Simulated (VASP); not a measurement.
# Fe (Im-3m) in VASP: further runs

The runs below take Fe through single point, with b88 exchange, pbe correlation.

Program: VASP 6.6.1. These are calculated values, not measurements. Logs are shortened: lines on timing, memory, paths and dates and some standing lists are left out, and cuts for length are marked.

## Step 1: The cell of the first run

The structure is cubic, space group Im-3m (No. 229). Conventional cell: a = 2.847 Å, b = 2.847 Å, c = 2.847 Å, α = 90.00°, β = 90.00°, γ = 90.00°. Within 3.3 Å of Fe (site symmetry m-3m) lie 14 Fe at 2.47 to 2.85 Å.

## Step 2: Single point, b88 exchange, pbe correlation, collinear spin, ferromagnetic start

INCAR

```
SYSTEM = Fe
PREC = Accurate
ENCUT = 600
EDIFF = 1E-6
ISMEAR = -1
SIGMA = 0.05
LREAL = .False.
LASPH = .True.
NELM = 200
ALGO = Normal
ISIF = 2
LWAVE = .False.
LCHARG = .False.
ISPIN = 2
MAGMOM = 3
LORBIT = 11
LMAXMIX = 4
GGA = LIBXC
LIBXC1 = GGA_X_B88
LIBXC2 = GGA_C_PBE
NBANDS = 14
GGA_COMPAT = .False.
```

KPOINTS

```
Automatic mesh
0
Gamma
  13 13 13
  0 0 0
```

POSCAR

```
Fe
1.0
   -1.4234976093      1.4234976093      1.4234976093
    1.4234976093     -1.4234976093      1.4234976093
    1.4234976093      1.4234976093     -1.4234976093
Fe
1
Direct
    0.0000000000      0.0000000000      0.0000000000
```

Potentials or basis: VASP PAW PBE potentials, release 64 (Fe).

On the command line:

```sh
$ cat potpaw_PBE.64/Fe/POTCAR > POTCAR
$ mpirun -np 1 vasp_std > vasp.out
```

OUTCAR:

```text
SYSTEM = Fe
   PREC = Accurate
   ENCUT = 600
   EDIFF = 1E-6
   ISMEAR = -1
   LREAL = .False.
   LASPH = .True.
   NELM = 200
   ISIF = 2
   ISPIN = 2
   LORBIT = 11
   GGA = LIBXC

 ion  position               nearest neighbor table
   1  0.000  0.000  0.000-

  LATTYP: Found a body centered cubic cell.
 ALAT       =     2.8469952186

  Lattice vectors:

 A1 = (  -1.4234976093,   1.4234976093,   1.4234976093)
 A2 = (   1.4234976093,  -1.4234976093,   1.4234976093)
 A3 = (   1.4234976093,   1.4234976093,  -1.4234976093)

Analysis of symmetry for initial positions (statically):
=====================================================================
 Subroutine PRICEL returns:
 Original cell was already a primitive cell.

 Routine SETGRP: Setting up the symmetry group for a
 body centered cubic supercell.

 Subroutine GETGRP returns: Found 48 space group operations
 (whereof 48 operations were pure point group operations)
 out of a pool of 48 trial point group operations.

The static configuration has the point symmetry O_h .

Analysis of symmetry for dynamics (positions and initial velocities):
=====================================================================
 Subroutine PRICEL returns:
 Original cell was already a primitive cell.

 Routine SETGRP: Setting up the symmetry group for a
 body centered cubic supercell.

 Subroutine GETGRP returns: Found 48 space group operations
 (whereof 48 operations were pure point group operations)
 out of a pool of 48 trial point group operations.

The dynamic configuration has the point symmetry O_h .

Analysis of structural, dynamic, and magnetic symmetry:
=====================================================================
 Subroutine PRICEL returns:
 Original cell was already a primitive cell.

 Routine SETGRP: Setting up the symmetry group for a
 body centered cubic supercell.

 Subroutine GETGRP returns: Found 48 space group operations
 (whereof 48 operations were pure point group operations)
 out of a pool of 48 trial point group operations.

The overall configuration has the point symmetry O_h .

 Subroutine INISYM returns: Found 48 space group operations
 (whereof 48 operations are pure point group operations),
 and found     1 'primitive' translations

----------------------------------------------------------------------------------------

                                     Primitive cell

  volume of cell :      11.5380

  direct lattice vectors                    reciprocal lattice vectors
    -1.423497609  1.423497609  1.423497609     0.000000000  0.351247516  0.351247516
[... 125 lines left out ...]
  ext. energy  EPLUGINS =         0.00000000
  ---------------------------------------------------
  free energy    TOTEN  =        -8.13427611 eV

  energy without entropy =       -8.12506433  energy(sigma->0) =       -8.12967022

 E-fermi :   5.6037     XC(G=0): -13.0488

 val. band max:        5.5994638616   @ k =   0.3846   0.0000   0.0000
 cond. band min:       5.6086190628   @ k =  -0.3077   0.3846   0.2308
 fundamental gap:      0.0091552012
 Fermi energy:         5.6036549117

 spin component 1

 k-point     1 :       0.0000    0.0000    0.0000
  band No.  band energies     occupation
      1      -2.7023      1.00000
      2       3.3585      1.00000
      3       3.3585      1.00000
      4       3.3585      1.00000
      5       4.5144      1.00000
      6       4.5144      1.00000
      7      30.5456      0.00000
      8      30.5456      0.00000
      9      30.5456      0.00000
     10      35.5144      0.00000
     11      35.5144      0.00000
     12      37.6912      0.00000
     13      37.6912      0.00000
     14      37.6912      0.00000
[... 379 lines left out ...]
      3       2.9442      1.00000
      4       4.4797      1.00000
      5       4.6188      1.00000
      6       5.7531      0.04794
      7      18.9085      0.00000
      8      22.9718      0.00000
      9      24.7686      0.00000
     10      32.2418      0.00000
     11      36.1930      0.00000
     12      38.4448      0.00000
     13      40.3292      0.00000
     14      43.6843      0.00000

 [... further k-points ...]

 spin component 2

 k-point     1 :       0.0000    0.0000    0.0000
  band No.  band energies     occupation
      1      -2.5308      1.00000
      2       5.2067      0.99964
      3       5.2068      0.99964
      4       5.2069      0.99964
      5       7.2613      0.00000
      6       7.2615      0.00000
      7      30.2853      0.00000
      8      30.2853      0.00000
      9      30.2853      0.00000
     10      35.7349      0.00000
     11      35.7349      0.00000
     12      38.3219      0.00000
     13      38.3219      0.00000
     14      38.3219      0.00000
[... 379 lines left out ...]
      3       4.4868      1.00000
      4       7.0594      0.00000
      5       7.3795      0.00000
      6       7.6478      0.00000
      7      19.6367      0.00000
      8      23.3507      0.00000
      9      25.4604      0.00000
     10      32.2562      0.00000
     11      36.7546      0.00000
     12      38.6948      0.00000
     13      40.6346      0.00000
     14      44.1772      0.00000

 [... further k-points ...]

------------------------ aborting loop because EDIFF is reached ----------------------------------------

  FORCE on cell =-STRESS in cart. coord.  units (eV):
  Direction    XX          YY          ZZ          XY          YZ          ZX
  --------------------------------------------------------------------------------------
  -------------------------------------------------------------------------------------
  Total       -0.3208559     -0.3208559     -0.3208559     -0.0000000      0.0000000     -0.0000000
  in kB      -44.5543809    -44.5543809    -44.5543809     -0.0000000      0.0000000     -0.0000000
  external PRESSURE =     -44.5543809 kB  Pullay stress =       0.0000000 kB

 VOLUME and BASIS-vectors are now :
 -----------------------------------------------------------------------------
  energy-cutoff  :      600.00
  volume of cell :       11.54
      direct lattice vectors                 reciprocal lattice vectors
    -1.423497609  1.423497609  1.423497609     0.000000000  0.351247516  0.351247516
     1.423497609 -1.423497609  1.423497609     0.351247516  0.000000000  0.351247516
     1.423497609  1.423497609 -1.423497609     0.351247516  0.351247516  0.000000000

 POSITION                                       TOTAL-FORCE (eV/Angst)
 -----------------------------------------------------------------------------------
      0.00000      0.00000      0.00000         0.000000      0.000000     -0.000000
 -----------------------------------------------------------------------------------
    total drift:                                0.000000     -0.000000      0.000000

  FREE ENERGIE OF THE ION-ELECTRON SYSTEM (eV)
  ---------------------------------------------------
  free  energy   TOTEN  =        -8.1342761136 eV

  energy  without entropy=       -8.1250643292  energy(sigma->0) =       -8.12967022

 total charge

# of ion       s       p       d       tot
------------------------------------------
    1        0.481   0.525   6.237   7.242

 magnetization (x)

# of ion       s       p       d       tot
------------------------------------------
    1       -0.013  -0.057   2.227   2.157
```

OSZICAR:

```text
N       E                     dE             d eps       ncg     rms          rms(c)
DAV:   1     0.245530702470E+02    0.24553E+02   -0.41663E+03  5108   0.773E+02
DAV:   2    -0.786277246844E+01   -0.32416E+02   -0.29599E+02  5154   0.138E+02
DAV:   3    -0.894551069384E+01   -0.10827E+01   -0.10741E+01  5714   0.257E+01
DAV:   4    -0.894908933043E+01   -0.35786E-02   -0.35783E-02  5490   0.134E+00
DAV:   5    -0.894910619185E+01   -0.16861E-04   -0.16861E-04  5748   0.949E-02    0.111E+01
DAV:   6    -0.821415707268E+01    0.73495E+00   -0.96921E+00  5892   0.358E+01    0.543E+00
DAV:   7    -0.814857187841E+01    0.65585E-01   -0.60253E-01  5820   0.872E+00    0.319E+00
DAV:   8    -0.814114154714E+01    0.74303E-02   -0.60992E-03  5478   0.466E-01    0.133E+00
DAV:   9    -0.813434561341E+01    0.67959E-02   -0.66976E-03  6288   0.405E-01    0.246E-01
DAV:  10    -0.813425653385E+01    0.89080E-04   -0.39104E-04  5550   0.209E-01    0.692E-02
DAV:  11    -0.813427707179E+01   -0.20538E-04   -0.84079E-05  5508   0.769E-02    0.375E-02
DAV:  12    -0.813427611362E+01    0.95817E-06   -0.33229E-06  5424   0.173E-02
   1 F= -.81342761E+01 E0= -.81296702E+01  d E =-.921178E-02  mag=     2.1567
```

Run time: 17 s. Hardware: 1 thread of Intel Xeon 6975P-C (Granite Rapids), shared host; peak memory 0.15 GiB.

What came out:

```yaml
Free_energy: -8.1343 eV
Pressure: -4.5 GPa
Net_moment: 2.15 μB per cell
Site_moments: Fe +2.16 μB
Valence_electrons_inside_the_program's_atomic_spheres: Fe 7.24
```

Caveat: the cell stands under tension; the PAW data sets were made with another functional, which shifts forces and pressure a little.

## Step 3: Single point, b88 exchange, pbe correlation, collinear spin, ferromagnetic start

This run uses another cell than the first one, of 11.78 Å³/atom.

INCAR

```
PREC = Accurate ; ENCUT = 600
EDIFF = 1E-6 ; ISMEAR = -1
SIGMA = 0.05 ; LREAL = False
LASPH = True ; NELM = 200
ALGO = Normal ; ISIF = 2
LWAVE = False ; LCHARG = False
ISPIN = 2 ; MAGMOM = 3
LORBIT = 11 ; LMAXMIX = 4
GGA = LIBXC ; LIBXC1 = GGA_X_B88
LIBXC2 = GGA_C_PBE ; NBANDS = 14
GGA_COMPAT = False
```

KPOINTS

```
Automatic mesh
0
Gamma
  13 13 13
```

POSCAR

```
Fe
1.0
   -1.4333151444      1.4333151444      1.4333151444
    1.4333151444     -1.4333151444      1.4333151444
    1.4333151444      1.4333151444     -1.4333151444
Fe
1
Direct
    0.0000000000      0.0000000000      0.0000000000
```

Potentials or basis: VASP PAW PBE potentials, release 64 (Fe).

On the command line:

```sh
$ cat potpaw_PBE.64/Fe/POTCAR > POTCAR
$ mpirun -np 1 vasp_std > vasp.out
```

Wall time 16 s (1 thread of Intel Xeon 6975P-C (Granite Rapids), shared host); peak memory 0.15 GiB.

Results (log left out):

- Free energy: -8.1255 eV
- Pressure: -7.7 GPa
- Net moment: 2.20 μB per cell
- Site moments: Fe +2.21 μB
- Valence electrons inside the program's atomic spheres: Fe 7.20

Levels at points of the mesh, in eV from the Fermi level:
Spin up:
```tsv
k point	band 3	band 4	band 5	band 6	band 7	band 8
(0.00, 0.00, 0.00)	-2.21	-2.21	-1.08	-1.08	24.75	24.75
```
Spin down:
| k point | band 1 | band 2 | band 3 | band 4 | band 5 | band 6 | band 7 |
| --- | --- | --- | --- | --- | --- | --- | --- |
| (0.00, 0.00, 0.00) | -8.00 | -0.30 | -0.30 | -0.30 | 1.70 | 1.70 | 24.48 |

Caveat: the cell stands under tension; the PAW data sets were made with another functional, which shifts forces and pressure a little.

(Continued in part 2 of 3.)
